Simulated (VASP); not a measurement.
The system is Al2Au.

```
Al Au
1.0
     0.00000    3.00233    3.00233
     3.00233    0.00000    3.00233
     3.00233    3.00233    0.00000
Al Au
2 1
Direct
  0.25000 0.25000 0.25000
  0.75000 0.75000 0.75000
  0.00000 0.00000 0.00000
```

| Quantity | Value |
| --- | --- |
| Program | VASP 6.6.1 |
| Task | relaxation of cell and atoms |
| Functional | PBE |
| Potentials or basis | VASP PAW PBE potentials, release 64 (Al, Au) |
| Cutoff | 600 eV |
| k mesh | 14 × 14 × 14 |
| Occupations | gaussian, width 0.1 eV |
| Spin | no spin polarisation |

At the start: pressure 2.9 GPa; volume 18.04 Å³/atom.

Q: How do energy, volume and symmetry change on relaxing?

A: Over 3 steps the energy falls by 4.3 meV/atom and the volume is 18.52 Å³/atom (+2.7 %); space group Fm-3m (No. 225, to 0.05 Å).

Step by step:
```
step  energy change (eV)  largest force (eV/Å)  pressure (GPa)  volume (Å³)
   1              0.0000                0.0000            2.94        54.13
   2             -0.0047                0.0000           -2.16        56.76
   3             -0.0129                0.0000            0.01        55.57
```

Final structure:
```yaml
crystal:
  lattice:
    - [0.00000, 3.02882, 3.02882]
    - [3.02882, 0.00000, 3.02882]
    - [3.02882, 3.02882, 0.00000]
  atoms:
    - { symbol: Al, position: [0.25000, 0.25000, 0.25000] }
    - { symbol: Al, position: [0.75000, 0.75000, 0.75000] }
    - { symbol: Au, position: [0.00000, 0.00000, 0.00000] }
```
